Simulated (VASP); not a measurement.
# Al8N7 (a cell with a defect) in VASP: a series of runs

Runs on Al8N7 (a cell with a defect). Level: LDA. Tasks: single point.

Everything below comes from runs of VASP 6.6.1. Logs are shortened: lines on timing, memory, paths and dates and some standing lists are left out, and cuts for length are marked.

## (1) The cell of the first run

The cell holds a defect, 15 atoms: a = 5.672 Å, b = 5.672 Å, c = 5.672 Å, α = 60.00°, β = 60.00°, γ = 60.00°.

## (2) Single point, LDA (atom 9 moved -0.125 of the way to it and +0.000 Å across, host rigid)

The input, INCAR:

```
PREC = Accurate
ENCUT = 520
EDIFF = 1E-6
ISMEAR = 0
SIGMA = 0.05
LREAL = Auto
LASPH = T
NELM = 100
ALGO = Normal
ISIF = 2
LWAVE = F
LCHARG = F
GGA = CA
NBANDS = 42
NELECT = 56.0
```

The input, KPOINTS:

```
Automatic mesh
0
Gamma
  4 4 4
```

The input, POSCAR:

```
Al8N7
1.0
   -4.0109247379      4.0109247379      0.0000000000
   -4.0109247379      0.0000000000      4.0109247379
    0.0000000000      4.0109247379      4.0109247379
Al N
8 7
Direct
    0.7500000000      0.7500000000      0.7500000000
    0.2500000000      0.7500000000      0.7500000000
    0.7500000000      0.2500000000      0.7500000000
    0.7500000000      0.7500000000      0.2500000000
    0.2500000000      0.2500000000      0.7500000000
    0.2500000000      0.7500000000      0.2500000000
    0.7500000000      0.2500000000      0.2500000000
    0.2500000000      0.2500000000      0.2500000000
    0.5625000000      1.0000000000      0.5000000000
    1.0000000000      0.5000000000      0.5000000000
    1.0000000000      1.0000000000      0.0000000000
    0.5000000000      0.5000000000      0.5000000000
    0.5000000000      1.0000000000      0.0000000000
    1.0000000000      0.5000000000      0.0000000000
    0.5000000000      0.5000000000      0.0000000000
```

Potentials or basis: VASP PAW LDA potentials, release 64 (Al, N).

Command:

```
$ cat potpaw_LDA.64/Al/POTCAR potpaw_LDA.64/N/POTCAR > POTCAR
$ mpirun -np 1 vasp_std > vasp.out
```

OUTCAR:

```text
PREC = Accurate
   ENCUT = 520
   EDIFF = 1E-6
   ISMEAR = 0
   LREAL = Auto
   LASPH = T
   NELM = 100
   ISIF = 2
   GGA = CA
   NELECT = 56.0

 ion  position               nearest neighbor table
   1  0.750  0.750  0.750-   9 1.77  10 2.01  13 2.01  14 2.01  15 2.01   4 2.84   2 2.84   3 2.84
                             4 2.84   6 2.84   7 2.84   3 2.84   5 2.84   7 2.84   2 2.84   5 2.84
   2  0.250  0.750  0.750-  11 2.01  12 2.01  14 2.01  15 2.01   9 2.27   6 2.84   1 2.84   5 2.84
                             4 2.84   6 2.84   8 2.84   3 2.84   5 2.84   8 2.84   1 2.84   3 2.84
   3  0.750  0.250  0.750-  10 2.01  11 2.01  12 2.01  13 2.01  15 2.01   7 2.84   1 2.84   5 2.84
                             4 2.84   7 2.84   8 2.84   1 2.84   2 2.84   4 2.84   2 2.84   5 2.84
   4  0.750  0.750  0.250-  10 2.01  11 2.01  12 2.01  13 2.01  14 2.01   9 2.04   1 2.84   6 2.84
                             7 2.84   1 2.84   2 2.84   3 2.84   3 2.84   7 2.84   8 2.84   2 2.84
   5  0.250  0.250  0.750-  10 2.01  11 2.01  12 2.01  13 2.01  14 2.01   9 2.04   2 2.84   3 2.84
                             8 2.84   6 2.84   7 2.84   8 2.84   1 2.84   2 2.84   6 2.84   1 2.84
   6  0.250  0.750  0.250-  10 2.01  11 2.01  12 2.01  13 2.01  15 2.01   8 2.84   2 2.84   4 2.84
                             1 2.84   2 2.84   5 2.84   5 2.84   7 2.84   8 2.84   1 2.84   4 2.84
   7  0.750  0.250  0.250-   9 1.77  11 2.01  12 2.01  14 2.01  15 2.01   8 2.84   3 2.84   4 2.84
                             1 2.84   3 2.84   5 2.84   1 2.84   4 2.84   6 2.84   5 2.84   6 2.84
   8  0.250  0.250  0.250-  10 2.01  13 2.01  14 2.01  15 2.01   9 2.27   7 2.84   5 2.84   6 2.84
                             2 2.84   3 2.84   5 2.84   2 2.84   4 2.84   6 2.84   3 2.84   4 2.84
   9  0.562  0.000  0.500-   1 1.77   7 1.77   5 2.04   4 2.04   2 2.27   8 2.27
  10  0.000  0.500  0.500-   1 2.01   3 2.01   4 2.01   5 2.01   6 2.01   8 2.01
  11  0.000  0.000  0.000-   2 2.01   3 2.01   4 2.01   5 2.01   6 2.01   7 2.01
  12  0.500  0.500  0.500-   2 2.01   3 2.01   4 2.01   5 2.01   6 2.01   7 2.01
  13  0.500  0.000  0.000-   1 2.01   3 2.01   4 2.01   5 2.01   6 2.01   8 2.01
  14  0.000  0.500  0.000-   1 2.01   2 2.01   4 2.01   5 2.01   7 2.01   8 2.01
  15  0.500  0.500  0.000-   1 2.01   2 2.01   3 2.01   6 2.01   7 2.01   8 2.01

  LATTYP: Found a face centered cubic cell.
 ALAT       =     8.0218494758

  Lattice vectors:

 A1 = (  -4.0109247379,   4.0109247379,   0.0000000000)
 A2 = (  -4.0109247379,   0.0000000000,   4.0109247379)
 A3 = (   0.0000000000,   4.0109247379,   4.0109247379)

Analysis of symmetry for initial positions (statically):
=====================================================================
 Subroutine PRICEL returns:
 Original cell was already a primitive cell.

 Routine SETGRP: Setting up the symmetry group for a
 face centered cubic supercell.

 Subroutine GETGRP returns: Found  4 space group operations
 (whereof  1 operations were pure point group operations)
 out of a pool of 48 trial point group operations.

The static configuration has the point symmetry C_1 .
 The point group associated with its full space group is C_2v.

Analysis of symmetry for dynamics (positions and initial velocities):
=====================================================================
 Subroutine PRICEL returns:
 Original cell was already a primitive cell.

 Routine SETGRP: Setting up the symmetry group for a
 face centered cubic supercell.

 Subroutine GETGRP returns: Found  4 space group operations
 (whereof  1 operations were pure point group operations)
 out of a pool of 48 trial point group operations.

The dynamic configuration has the point symmetry C_1 .
 The point group associated with its full space group is C_2v.

 Subroutine INISYM returns: Found  4 space group operations
 (whereof  1 operations are pure point group operations),
 and found     1 'primitive' translations

----------------------------------------------------------------------------------------

                                     Primitive cell

  volume of cell :     129.0516

  direct lattice vectors                    reciprocal lattice vectors
    -4.010924738  4.010924738  0.000000000    -0.124659532  0.124659532 -0.124659532
    -4.010924738  0.000000000  4.010924738    -0.124659532 -0.124659532  0.124659532
     0.000000000  4.010924738  4.010924738     0.124659532  0.124659532  0.124659532

  length of vectors
     5.672304162  5.672304162  5.672304162     0.215916643  0.215916643  0.215916643

[... 54 lines left out ...]
     0.000000000  0.000000000  0.000000000

 Subroutine IBZKPT returns following result:
 ===========================================

 Found     18 irreducible k-points:

 Following reciprocal coordinates:
            Coordinates               Weight
  0.000000  0.000000  0.000000      1.000000
  0.250000  0.000000  0.000000      4.000000
  0.000000  0.250000  0.000000      4.000000
  0.500000  0.000000  0.000000      2.000000
  0.000000  0.500000  0.000000      2.000000
  0.250000  0.250000  0.000000      4.000000
[... 10 lines left out ...]
 -0.250000  0.500000  0.250000      4.000000
  0.500000  0.250000 -0.250000      2.000000
   k-points           NKPTS =     18   k-points in BZ     NKDIM =     18   number of bands    NBANDS=     42
   number of dos      NEDOS =    301   number of ions     NIONS =     15
   total plane-waves  NPLWV =  74088
   dimension x,y,z NGX =    42 NGY =   42 NGZ =   42
   dimension x,y,z NGXF=    84 NGYF=   84 NGZF=   84
   ions per type =               8   7
   NGX,Y,Z   is equivalent  to a cutoff of  12.31, 12.31, 12.31 a.u.
   NGXF,Y,Z  is equivalent  to a cutoff of  24.62, 24.62, 24.62 a.u.
 SYSTEM =  unknown system
   PREC   = accura    normal or accurate (medium, high low for compatibility)
   ISTART =      0    job   : 0-new  1-cont  2-samecut
   ICHARG =      2    charge: 1-file 2-atom 10-const
   ISPIN  =      1    spin polarized calculation?
   LNONCOLLINEAR =      F non collinear calculations
   LSORBIT =      F    spin-orbit coupling
   LASPH  =      T    aspherical Exc in radial PAW
   ENCUT  =  520.0 eV  38.22 Ry    6.18 a.u.  10.55 10.55 10.55*2*pi/ulx,y,z
   NELM   =    100;   NELMIN=  2; NELMDL= -5     # of ELM steps
   EDIFF  = 0.1E-05   stopping-criterion for ELM
   LREAL  =      T    real-space projection
   EDIFFG = 0.1E-04   stopping-criterion for IOM
   NSW    =      0    number of steps for IOM
   IBRION =     -1    ionic relax: 0-MD 1-quasi-New 2-CG
   NFREE  =      0    steps in history (QN), initial steepest desc. (CG)
   ISIF   =      2    stress and relaxation
   ISYM   =      2    0-nonsym 1-usesym 2-fastsym
   POTIM  = 0.5000    time-step for ionic-motion
   TEBEG  =    0.0;   TEEND  =   0.0 temperature during run
   PSTRESS=    0.0 pullay stress
   NELECT =      56.0000    total number of electrons
   NUPDOWN=      -1.0000    fix difference up-down
   EMIN   =  10.00;   EMAX   =-10.00  energy-range for DOS
   EFERMI =   0.00;   METHOD = LEGACY
   ISMEAR =     0;   SIGMA  =   0.05  broadening in eV -4-tet -1-fermi 0-gaus
   EFERMI_NEDOS =   21; number of points for ismear=-14 and -15
   IALGO  =     38    algorithm
   IMIX   =      4    mixing-type and parameters
     AMIX     =   0.40;   BMIX     =  1.00
     AMIX_MAG =   1.60;   BMIX_MAG =  1.00
  volume/ion in A,a.u.               =       8.60        58.06
  Fermi-wavevector in a.u.,A,eV,Ry     =   1.239414  2.342152 20.900543  1.536147
  Thomas-Fermi vector in A             =   2.373898
   LORBIT       =      0    0 simple, 1 ext, 2 COOP (PROOUT), +10 PAW based schemes
   GGA     = CA    functional components
   LHFCALC =     F    Hartree Fock is set to
   AEXX    =    0.0000 exact exchange contribution
   IVDW    =     0    specifies the selected vdW correction
   LEPSILON=     F    determine dielectric tensor
   LRPA    =     F    only Hartree local field effects (RPA)
 non-spin polarized calculation
 Gauss-broadening in eV      SIGMA  =   0.05
  energy-cutoff  :      520.00
  volume of cell :      129.05
 maximum number of plane-waves:      3511
   NGX = 21   NGY = 21   NGZ = 21

 number of electron      55.9999990 magnetization

 Free energy of the ion-electron system (eV)
  ---------------------------------------------------
  ext. energy  EPLUGINS =         0.00000000
  ---------------------------------------------------
  free energy    TOTEN  =      -145.18327758 eV

  energy without entropy =     -145.17647428  energy(sigma->0) =     -145.17987593

 E-fermi :   8.9809     XC(G=0): -12.1637

 val. band max:        8.9787263716   @ k =   0.5000   0.0000   0.0000
 cond. band min:       8.9988922771   @ k =   0.0000   0.5000   0.0000
 fundamental gap:      0.0201659055
 Fermi energy:         8.9808764328

 k-point     1 :       0.0000    0.0000    0.0000
  band No.  band energies     occupation
      1      -7.6150      2.00000
      2      -4.6188      2.00000
      3      -4.6025      2.00000
      4      -4.5967      2.00000
      5      -3.8780      2.00000
      6      -3.6292      2.00000
[... 763 lines left out ...]
     39      18.6437      0.00000
     40      18.8743      0.00000
 [bands above 40 left out]

------------------------ aborting loop because EDIFF is reached ----------------------------------------

  FORCE on cell =-STRESS in cart. coord.  units (eV):
  Direction    XX          YY          ZZ          XY          YZ          ZX
  --------------------------------------------------------------------------------------
  -------------------------------------------------------------------------------------
  Total      -33.6223313    -33.6223313    -36.0211582      1.8559743      0.0000000     -0.0000000
  in kB     -417.4215549   -417.4215549   -447.2030129     23.0419376      0.0000000     -0.0000000
  external PRESSURE =    -427.3487076 kB  Pullay stress =       0.0000000 kB

 VOLUME and BASIS-vectors are now :
 -----------------------------------------------------------------------------
  energy-cutoff  :      520.00
  volume of cell :      129.05
      direct lattice vectors                 reciprocal lattice vectors
    -4.010924738  4.010924738  0.000000000    -0.124659532  0.124659532 -0.124659532
    -4.010924738  0.000000000  4.010924738    -0.124659532 -0.124659532  0.124659532
     0.000000000  4.010924738  4.010924738     0.124659532  0.124659532  0.124659532

 POSITION                                       TOTAL-FORCE (eV/Angst)
 -----------------------------------------------------------------------------------
     -6.01639      6.01639      6.01639         2.777328      2.026737      0.000000
     -4.01092      4.01092      6.01639         0.137674      2.806908      0.000000
     -4.01092      6.01639      4.01092        -0.048848      0.048848      2.630510
     -6.01639      4.01092      4.01092        -0.222748      0.222748     -0.019995
     -2.00546      4.01092      4.01092        -0.222748      0.222748      0.019995
     -4.01092      2.00546      4.01092        -0.048848      0.048848     -2.630510
     -4.01092      4.01092      2.00546        -2.026737     -2.777328      0.000000
     -2.00546      2.00546      2.00546        -2.806908     -0.137674      0.000000
     -2.25615      4.26161      2.00546         3.191939     -3.191939      0.000000
     -2.00546      2.00546      4.01092         0.078845      0.508899     -0.775127
      0.00000      0.00000      0.00000        -0.508899     -0.078845     -0.775127
     -4.01092      4.01092      4.01092        -0.508899     -0.078845      0.775127
     -2.00546      2.00546      0.00000         0.078845      0.508899      0.775127
     -2.00546      0.00000      2.00546         0.033502     -0.033502     -0.000000
     -4.01092      2.00546      2.00546         0.096501     -0.096501      0.000000
 -----------------------------------------------------------------------------------
    total drift:                                0.001036     -0.001036     -0.000000

  FREE ENERGIE OF THE ION-ELECTRON SYSTEM (eV)
  ---------------------------------------------------
  free  energy   TOTEN  =      -145.1832775833 eV

  energy  without entropy=     -145.1764742830  energy(sigma->0) =     -145.17987593
```

It took 5.7 min on 1 thread of Intel Xeon Platinum 8488C (Sapphire Rapids), shared host; peak memory 0.23 GiB.

Results:

```yaml
Free_energy: -145.1833 eV
Largest_force: 4.514 eV/Å
```

Forces in eV/Å, atoms in the order of the input:
```
Al   2.777  2.027  0.000
Al   0.138  2.807  0.000
Al  -0.049  0.049  2.631
Al  -0.223  0.223 -0.020
Al  -0.223  0.223  0.020
Al  -0.049  0.049 -2.631
Al  -2.027 -2.777  0.000
Al  -2.807 -0.138  0.000
N    3.192 -3.192  0.000
N    0.079  0.509 -0.775
N   -0.509 -0.079 -0.775
N   -0.509 -0.079  0.775
N    0.079  0.509  0.775
N    0.034 -0.034  0.000
N    0.097 -0.097  0.000
```

Caveat: the cell carries a net charge on a neutralising background, which shifts energy and pressure; the cell differs from its parent crystal (atom 9 moved -0.125 of the way to it and +0.000 Å across, host rigid); the cell is charged against a uniform background, so pressure and absolute levels hang on convention.

## (3) Single point, LDA (atom 9 moved 0.375 of the way to it and +0.000 Å across, host rigid)

The input, INCAR:

```
PREC = Accurate
ENCUT = 520
EDIFF = 1E-6
ISMEAR = 0
SIGMA = 0.05
LREAL = Auto
LASPH = True
NELM = 80
ALGO = Normal
ISIF = 2
LWAVE = False
LCHARG = False
NBANDS = 42
NELECT = 56.0
```

The input, KPOINTS:

```
regular mesh
0
Gamma
  4 4 4
```

Changes to POSCAR since step 2:

```diff
@@ -16,3 +16,3 @@
     0.2500000000      0.2500000000      0.2500000000
-    0.5625000000      1.0000000000      0.5000000000
+    0.3125000000      1.0000000000      0.5000000000
     1.0000000000      0.5000000000      0.5000000000
```

Potentials or basis: VASP PAW LDA potentials, release 64 (Al, N).

Command:

```
$ cat potpaw_LDA.64/Al/POTCAR potpaw_LDA.64/N/POTCAR > POTCAR
$ mpirun -np 1 vasp_std > vasp.out
```

OUTCAR:

```text
PREC = Accurate
   ENCUT = 520
   EDIFF = 1E-6
   ISMEAR = 0
   LREAL = Auto
   LASPH = True
   NELM = 80
   ISIF = 2
   NELECT = 56.0

 ion  position               nearest neighbor table
   1  0.750  0.750  0.750-  10 2.01  13 2.01  14 2.01  15 2.01   3 2.84   4 2.84   2 2.84   4 2.84
                             6 2.84   7 2.84   3 2.84   5 2.84   7 2.84   2 2.84   5 2.84   6 2.84
   2  0.250  0.750  0.750-   9 1.46  11 2.01  12 2.01  14 2.01  15 2.01   6 2.84   1 2.84   5 2.84
                             4 2.84   6 2.84   8 2.84   3 2.84   5 2.84   8 2.84   1 2.84   3 2.84
   3  0.750  0.250  0.750-  10 2.01  11 2.01  12 2.01  13 2.01  15 2.01   7 2.84   1 2.84   5 2.84
                             4 2.84   7 2.84   8 2.84   1 2.84   2 2.84   4 2.84   2 2.84   5 2.84
   4  0.750  0.750  0.250-  10 2.01  11 2.01  12 2.01  13 2.01  14 2.01   9 2.27   1 2.84   6 2.84
                             7 2.84   1 2.84   2 2.84   3 2.84   3 2.84   7 2.84   8 2.84   2 2.84
   5  0.250  0.250  0.750-  10 2.01  11 2.01  12 2.01  13 2.01  14 2.01   9 2.27   2 2.84   3 2.84
                             8 2.84   6 2.84   7 2.84   8 2.84   1 2.84   2 2.84   6 2.84   1 2.84
   6  0.250  0.750  0.250-  10 2.01  11 2.01  12 2.01  13 2.01  15 2.01   8 2.84   2 2.84   4 2.84
[... 1004 lines left out ...]
  -------------------------------------------------------------------------------------
  Total      -12.9496762    -12.9496762    -30.2445646     21.3344775      0.0000000      0.0000000
  in kB     -160.7703507   -160.7703507   -375.4865497    264.8677366      0.0000000      0.0000000
  external PRESSURE =    -232.3424170 kB  Pullay stress =       0.0000000 kB

 VOLUME and BASIS-vectors are now :
 -----------------------------------------------------------------------------
  energy-cutoff  :      520.00
  volume of cell :      129.05
      direct lattice vectors                 reciprocal lattice vectors
    -4.010924738  4.010924738  0.000000000    -0.124659532  0.124659532 -0.124659532
    -4.010924738  0.000000000  4.010924738    -0.124659532 -0.124659532  0.124659532
     0.000000000  4.010924738  4.010924738     0.124659532  0.124659532  0.124659532

 POSITION                                       TOTAL-FORCE (eV/Angst)
 -----------------------------------------------------------------------------------
     -6.01639      6.01639      6.01639         3.285757      2.296139      0.000000
     -4.01092      4.01092      6.01639        15.210796     11.014802      0.000000
     -4.01092      6.01639      4.01092        -0.096437      0.096437      2.963433
     -6.01639      4.01092      4.01092         0.493641     -0.493641     -1.379091
     -2.00546      4.01092      4.01092         0.493641     -0.493641      1.379091
     -4.01092      2.00546      4.01092        -0.096437      0.096437     -2.963433
     -4.01092      4.01092      2.00546        -2.296139     -3.285757      0.000000
     -2.00546      2.00546      2.00546       -11.014802    -15.210796      0.000000
     -1.25341      3.25888      2.00546        -6.555153      6.555153      0.000000
     -2.00546      2.00546      4.01092        -0.644523     -0.993686      1.962277
      0.00000      0.00000      0.00000         0.993686      0.644523      1.962277
     -4.01092      4.01092      4.01092         0.993686      0.644523     -1.962277
     -2.00546      2.00546      0.00000        -0.644523     -0.993686     -1.962277
     -2.00546      0.00000      2.00546        -0.018249      0.018249      0.000000
     -4.01092      2.00546      2.00546        -0.104944      0.104944      0.000000
 -----------------------------------------------------------------------------------
    total drift:                               -0.001723      0.001723      0.000000

  FREE ENERGIE OF THE ION-ELECTRON SYSTEM (eV)
  ---------------------------------------------------
  free  energy   TOTEN  =      -139.1977967135 eV

  energy  without entropy=     -139.1936419388  energy(sigma->0) =     -139.19571933
```

Run time: 6.1 min. Hardware: 1 thread of Intel Xeon Platinum 8488C (Sapphire Rapids), shared host; peak memory 0.23 GiB.

Results:

```yaml
Free_energy: -139.1978 eV
Largest_force: 18.780 eV/Å
```

Forces on the atoms (eV/Å):
```
Al    3.286   2.296   0.000
Al   15.211  11.015   0.000
Al   -0.096   0.096   2.963
Al    0.494  -0.494  -1.379
Al    0.494  -0.494   1.379
Al   -0.096   0.096  -2.963
Al   -2.296  -3.286   0.000
Al  -11.015 -15.211   0.000
N    -6.555   6.555   0.000
N    -0.645  -0.994   1.962
N     0.994   0.645   1.962
N     0.994   0.645  -1.962
N    -0.645  -0.994  -1.962
N    -0.018   0.018   0.000
N    -0.105   0.105   0.000
```

Caveat: the cell carries a net charge on a neutralising background, which shifts energy and pressure; the cell differs from its parent crystal (atom 9 moved 0.375 of the way to it and +0.000 Å across, host rigid); the cell is charged against a uniform background, so pressure and absolute levels hang on convention.

[end of part 1 of 2]
